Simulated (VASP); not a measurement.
# Cd (Im-3m) in VASP: notebook

The runs below take Cd through single point, with PBEsol.

Program: VASP 6.6.1. These are calculated values, not measurements. Logs are shortened: lines on timing, memory, paths and dates and some standing lists are left out, and cuts for length are marked.

### Step 1. The cell of the first run

It takes space group Im-3m (No. 229, cubic). Conventional cell: a = 3.520 Å, b = 3.520 Å, c = 3.520 Å, α = 90.00°, β = 90.00°, γ = 90.00°. Within 4.0 Å of Cd (site symmetry m-3m) lie 14 Cd at 3.05 to 3.52 Å.

### Step 2. Single point, PBEsol, collinear spin, ferromagnetic start (volume scaled by 0.96)

INCAR

```
SYSTEM = Cd
PREC = Accurate ; ENCUT = 520
EDIFF = 1E-6 ; ISMEAR = -1
SIGMA = 0.05 ; LREAL = .FALSE.
LASPH = .TRUE. ; NELM = 150
ALGO = Normal ; ISIF = 2
LWAVE = .FALSE. ; LCHARG = .FALSE.
ISPIN = 2 ; MAGMOM = 1
LORBIT = 11 ; NUPDOWN = 1.0
GGA = PS ; NBANDS = 16
```

KPOINTS

```
Automatic mesh
0
G
  10 10 10
  0 0 0
```

POSCAR

```
Cd
1.0
   -1.7602065844      1.7602065844      1.7602065844
    1.7602065844     -1.7602065844      1.7602065844
    1.7602065844      1.7602065844     -1.7602065844
Cd
1
Direct
    0.0000000000      0.0000000000      0.0000000000
```

Potentials or basis: VASP PAW PBE potentials, release 64 (Cd).

On the command line:

```console
> cat potpaw_PBE.64/Cd/POTCAR > POTCAR
> mpirun -np 1 vasp_std > vasp.out
```

OUTCAR:

```text
SYSTEM = Cd
   PREC = Accurate
   ENCUT = 520
   EDIFF = 1E-6
   ISMEAR = -1
   LREAL = .FALSE.
   LASPH = .TRUE.
   NELM = 150
   ISIF = 2
   ISPIN = 2
   LORBIT = 11
   NUPDOWN = 1.0
   GGA = PS

 ion  position               nearest neighbor table
   1  0.000  0.000  0.000-

  LATTYP: Found a body centered cubic cell.
 ALAT       =     3.5204131688

  Lattice vectors:

 A1 = (  -1.7602065844,   1.7602065844,   1.7602065844)
 A2 = (   1.7602065844,  -1.7602065844,   1.7602065844)
 A3 = (   1.7602065844,   1.7602065844,  -1.7602065844)

Analysis of symmetry for initial positions (statically):
=====================================================================
 Subroutine PRICEL returns:
 Original cell was already a primitive cell.

 Routine SETGRP: Setting up the symmetry group for a
 body centered cubic supercell.

 Subroutine GETGRP returns: Found 48 space group operations
 (whereof 48 operations were pure point group operations)
 out of a pool of 48 trial point group operations.

The static configuration has the point symmetry O_h .

Analysis of symmetry for dynamics (positions and initial velocities):
=====================================================================
 Subroutine PRICEL returns:
 Original cell was already a primitive cell.

 Routine SETGRP: Setting up the symmetry group for a
 body centered cubic supercell.

 Subroutine GETGRP returns: Found 48 space group operations
 (whereof 48 operations were pure point group operations)
 out of a pool of 48 trial point group operations.

The dynamic configuration has the point symmetry O_h .

Analysis of structural, dynamic, and magnetic symmetry:
=====================================================================
 Subroutine PRICEL returns:
 Original cell was already a primitive cell.

 Routine SETGRP: Setting up the symmetry group for a
 body centered cubic supercell.

 Subroutine GETGRP returns: Found 48 space group operations
 (whereof 48 operations were pure point group operations)
 out of a pool of 48 trial point group operations.

The overall configuration has the point symmetry O_h .

 Subroutine INISYM returns: Found 48 space group operations
 (whereof 48 operations are pure point group operations),
 and found     1 'primitive' translations

----------------------------------------------------------------------------------------

                                     Primitive cell

  volume of cell :      21.8148

  direct lattice vectors                    reciprocal lattice vectors
    -1.760206584  1.760206584  1.760206584     0.000000000  0.284057567  0.284057567
     1.760206584 -1.760206584  1.760206584     0.284057567  0.000000000  0.284057567
     1.760206584  1.760206584 -1.760206584     0.284057567  0.284057567  0.000000000

  length of vectors
     3.048767236  3.048767236  3.048767236     0.401718064  0.401718064  0.401718064

  position of ions in fractional coordinates (direct lattice)
     0.000000000  0.000000000  0.000000000

  ion indices of the primitive-cell ions
   primitive index   ion index
                 1           1

----------------------------------------------------------------------------------------

 KPOINTS: Automatic mesh

Automatic generation of k-mesh.
 Grid dimensions read from file:
 generate k-points for:   10   10   10

 Generating k-lattice:

  Cartesian coordinates                     Fractional coordinates (reciprocal lattice)
     0.000000000  0.028405757  0.028405757     0.100000000  0.000000000  0.000000000
     0.028405757  0.000000000  0.028405757     0.000000000  0.100000000  0.000000000
     0.028405757  0.028405757  0.000000000     0.000000000  0.000000000  0.100000000

  Length of vectors
     0.040171806  0.040171806  0.040171806

  Shift w.r.t. Gamma in fractional coordinates (k-lattice)
     0.000000000  0.000000000  0.000000000

 Subroutine IBZKPT returns following result:
 ===========================================

 Found     47 irreducible k-points:

 Following reciprocal coordinates:
            Coordinates               Weight
  0.000000  0.000000  0.000000      1.000000
  0.100000  0.000000  0.000000     12.000000
  0.200000  0.000000  0.000000     12.000000
  0.300000  0.000000  0.000000     12.000000
  0.400000  0.000000  0.000000     12.000000
  0.500000  0.000000  0.000000      6.000000
[... 16 lines left out ...]
  0.300000  0.300000  0.100000      8.000000
 -0.300000  0.300000  0.100000     24.000000
 [... further k-points ...]
   k-points           NKPTS =     47   k-points in BZ     NKDIM =     47   number of bands    NBANDS=     16
   number of dos      NEDOS =    301   number of ions     NIONS =      1
   total plane-waves  NPLWV =  13824
   dimension x,y,z NGX =    24 NGY =   24 NGZ =   24
   dimension x,y,z NGXF=    48 NGYF=   48 NGZF=   48
   ions per type =               1
   NGX,Y,Z   is equivalent  to a cutoff of  13.09, 13.09, 13.09 a.u.
   NGXF,Y,Z  is equivalent  to a cutoff of  26.17, 26.17, 26.17 a.u.
 SYSTEM =  Cd
   PREC   = accura    normal or accurate (medium, high low for compatibility)
   ISTART =      0    job   : 0-new  1-cont  2-samecut
   ICHARG =      2    charge: 1-file 2-atom 10-const
   ISPIN  =      2    spin polarized calculation?
   LNONCOLLINEAR =      F non collinear calculations
   LSORBIT =      F    spin-orbit coupling
   LASPH  =      T    aspherical Exc in radial PAW
   ENCUT  =  520.0 eV  38.22 Ry    6.18 a.u.   5.67  5.67  5.67*2*pi/ulx,y,z
   NELM   =    150;   NELMIN=  2; NELMDL= -5     # of ELM steps
   EDIFF  = 0.1E-05   stopping-criterion for ELM
   LREAL  =      F    real-space projection
   EDIFFG = 0.1E-04   stopping-criterion for IOM
   NSW    =      0    number of steps for IOM
   IBRION =     -1    ionic relax: 0-MD 1-quasi-New 2-CG
   NFREE  =      0    steps in history (QN), initial steepest desc. (CG)
   ISIF   =      2    stress and relaxation
   ISYM   =      2    0-nonsym 1-usesym 2-fastsym
   POTIM  = 0.5000    time-step for ionic-motion
   TEBEG  =    0.0;   TEEND  =   0.0 temperature during run
   PSTRESS=    0.0 pullay stress
   NELECT =      12.0000    total number of electrons
   NUPDOWN=       1.0000    fix difference up-down
   EMIN   =  10.00;   EMAX   =-10.00  energy-range for DOS
   EFERMI =   0.00;   METHOD = LEGACY
   ISMEAR =    -1;   SIGMA  =   0.05  broadening in eV -4-tet -1-fermi 0-gaus
   EFERMI_NEDOS =   21; number of points for ismear=-14 and -15
   IALGO  =     38    algorithm
   IMIX   =      4    mixing-type and parameters
     AMIX     =   0.40;   BMIX     =  1.00
     AMIX_MAG =   1.60;   BMIX_MAG =  1.00
  volume/ion in A,a.u.               =      21.81       147.21
  Fermi-wavevector in a.u.,A,eV,Ry     =   1.341379  2.534839 24.480942  1.799298
  Thomas-Fermi vector in A             =   2.469618
   LORBIT       =     11    0 simple, 1 ext, 2 COOP (PROOUT), +10 PAW based schemes
   GGA     = PS    functional components
   LHFCALC =     F    Hartree Fock is set to
   AEXX    =    0.0000 exact exchange contribution
   IVDW    =     0    specifies the selected vdW correction
   LEPSILON=     F    determine dielectric tensor
   LRPA    =     F    only Hartree local field effects (RPA)
 spin polarized calculation
  energy-cutoff  :      520.00
  volume of cell :       21.81
 maximum number of plane-waves:       603
   NGX = 11   NGY = 11   NGZ = 11

 number of electron      11.9999995 magnetization       1.0000000

 Free energy of the ion-electron system (eV)
  ---------------------------------------------------
  ext. energy  EPLUGINS =         0.00000000
  ---------------------------------------------------
  free energy    TOTEN  =         0.03525732 eV

  energy without entropy =        0.03889370  energy(sigma->0) =        0.03707551

 E-fermi :   0.0599     XC(G=0): -11.0991

 val. band max:        4.7095859162   @ k =   0.5000   0.5000   0.4000
 cond. band min:       0.0718178350   @ k =   0.3000   0.2000   0.0000
 fundamental gap:     -4.6377680812
 Fermi energy:         4.7319322238

 spin component 1

 k-point     1 :       0.0000    0.0000    0.0000
  band No.  band energies     occupation
      1      -6.6444      1.00000
      2      -6.5625      1.00000
      3      -6.5625      1.00000
      4      -6.5625      1.00000
      5      -5.8772      1.00000
      6      -5.8772      1.00000
[... 8 lines left out ...]
     15      22.0974      0.00000
     16      22.0974      0.00000

 k-point     2 :       0.1000    0.0000    0.0000
  band No.  band energies     occupation
      1      -6.5971      1.00000
      2      -6.5909      1.00000
      3      -6.4640      1.00000
      4      -6.3369      1.00000
      5      -5.9075      1.00000
      6      -5.8755      1.00000
[... 8 lines left out ...]
     15      22.8931      0.00000
     16      23.7558      0.00000
[... 387 lines left out ...]
      5      -5.8406      1.00000
      6       2.9474      1.00000
[... 8 lines left out ...]
     15      27.9283      0.00000
     16      30.6570      0.00000

 k-point    24 :      -0.3000    0.3000    0.1000
  band No.  band energies     occupation
      1      -6.7426      1.00000
      2      -6.6906      1.00000
      3      -6.1055      1.00000
      4      -5.9470      1.00000
      5      -5.8619      1.00000
      6      -3.6105      1.00000
[... 8 lines left out ...]
     15      27.9854      0.00000
     16      28.6734      0.00000

 [... further k-points ...]

 spin component 2

 k-point     1 :       0.0000    0.0000    0.0000
  band No.  band energies     occupation
      1      -6.3106      1.00000
      2      -6.3106      1.00000
      3      -6.3106      1.00000
      4      -5.6792      1.00000
      5      -5.6792      1.00000
      6      -5.5492      1.00000
[... 8 lines left out ...]
     15      23.1616      0.00000
     16      23.1616      0.00000

 k-point     2 :       0.1000    0.0000    0.0000
  band No.  band energies     occupation
      1      -6.3416      1.00000
      2      -6.3049      1.00000
      3      -6.2179      1.00000
      4      -5.7141      1.00000
      5      -5.6779      1.00000
      6      -5.2663      1.00000
[... 8 lines left out ...]
     15      24.0214      0.00000
     16      24.7595      0.00000
[... 387 lines left out ...]
      5      -5.6469      1.00000
      6       3.7961      0.00000
[... 8 lines left out ...]
     15      29.0863      0.00000
     16      31.9591      0.00000

 k-point    24 :      -0.3000    0.3000    0.1000
  band No.  band energies     occupation
      1      -6.4207      1.00000
      2      -6.4182      1.00000
      3      -5.8784      1.00000
      4      -5.7290      1.00000
      5      -5.6542      1.00000
      6      -2.5994      1.00000
[... 8 lines left out ...]
     15      29.1349      0.00000
     16      29.7462      0.00000

 [... further k-points ...]

------------------------ aborting loop because EDIFF is reached ----------------------------------------

  FORCE on cell =-STRESS in cart. coord.  units (eV):
  Direction    XX          YY          ZZ          XY          YZ          ZX
  --------------------------------------------------------------------------------------
  -------------------------------------------------------------------------------------
  Total        1.0747631      1.0747631      1.0747631      0.0000000      0.0000000     -0.0000000
  in kB       78.9355103     78.9355103     78.9355103      0.0000000      0.0000000     -0.0000000
  external PRESSURE =      78.9355103 kB  Pullay stress =       0.0000000 kB

 VOLUME and BASIS-vectors are now :
 -----------------------------------------------------------------------------
  energy-cutoff  :      520.00
  volume of cell :       21.81
      direct lattice vectors                 reciprocal lattice vectors
    -1.760206584  1.760206584  1.760206584     0.000000000  0.284057567  0.284057567
     1.760206584 -1.760206584  1.760206584     0.284057567  0.000000000  0.284057567
     1.760206584  1.760206584 -1.760206584     0.284057567  0.284057567  0.000000000

 POSITION                                       TOTAL-FORCE (eV/Angst)
 -----------------------------------------------------------------------------------
      0.00000      0.00000      0.00000         0.000000     -0.000000      0.000000
 -----------------------------------------------------------------------------------
    total drift:                               -0.000000     -0.000000      0.000000

  FREE ENERGIE OF THE ION-ELECTRON SYSTEM (eV)
  ---------------------------------------------------
  free  energy   TOTEN  =         0.0352573215 eV

  energy  without entropy=        0.0388936971  energy(sigma->0) =        0.03707551

 total charge

# of ion       s       p       d       tot
------------------------------------------
    1        0.539   0.285   9.494  10.319

 magnetization (x)

# of ion       s       p       d       tot
------------------------------------------
    1        0.208   0.178   0.056   0.442
```

Wall time 16 s (1 thread of AMD EPYC 9R45 (Zen 5), shared host); peak memory 0.13 GiB.

Results:

```
Free energy                                           : 0.0353 eV
Pressure                                              : 7.9 GPa
Net moment                                            : 1.00 μB per cell
Site moments                                          : Cd +0.44 μB
Valence electrons inside the program's atomic spheres : Cd 10.32
```

Caveat: the PAW data sets were made with another functional, which shifts forces and pressure a little; the total moment is fixed, so each spin has its own Fermi level.

(Continued in part 2 of 2.)
